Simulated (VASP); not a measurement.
## CaSn2: single point with PBE

CaSn2:

```
CELL_PARAMETERS angstrom
0.00000 3.39085 3.39085
3.39085 0.00000 3.39085
3.39085 3.39085 0.00000
ATOMIC_POSITIONS crystal
Ca 0.00000 0.00000 0.00000
Sn 0.25000 0.25000 0.25000
Sn 0.75000 0.75000 0.75000
```

```yaml
Program: VASP 6.6.1
Task: single point
Functional: PBE
Potentials_or_basis: VASP PAW PBE potentials, release 64 (Ca_sv, Sn_d)
Cutoff: 520 eV
k_mesh: 6 × 6 × 6
Occupations: gaussian, width 0.1 eV
Spin: no spin polarisation
```

```yaml
Pressure: 10.7 GPa
Band_gap_on_the_k_mesh: zero (bands 19 and 20 overlap by 0.40 eV)
```

Levels at points of the mesh, in eV from the Fermi level:
| k point | band 16 | band 17 | band 18 | band 19 | band 20 | band 21 | band 22 | band 23 |
| --- | --- | --- | --- | --- | --- | --- | --- | --- |
| (0.00, 0.00, 0.00) | -3.56 | -2.00 | -2.00 | -2.00 | 2.60 | 2.60 | 3.34 | 3.34 |
| (0.50, 0.00, 0.00) | -7.38 | -1.16 | -1.16 | 0.23 | 0.28 | 0.28 | 0.63 | 3.10 |
| (0.50, 0.50, 0.00) | -6.23 | -4.30 | -2.16 | -2.16 | 1.83 | 2.06 | 2.06 | 3.41 |

Run time: 41 s on 1 thread of Intel(R) Xeon(R) Platinum 8488C (Sapphire Rapids), on a shared host, peak memory 0.21 GiB.

Caveat: the cell stands under pressure; spin-orbit coupling is left out, which moves the levels of the heavy elements.
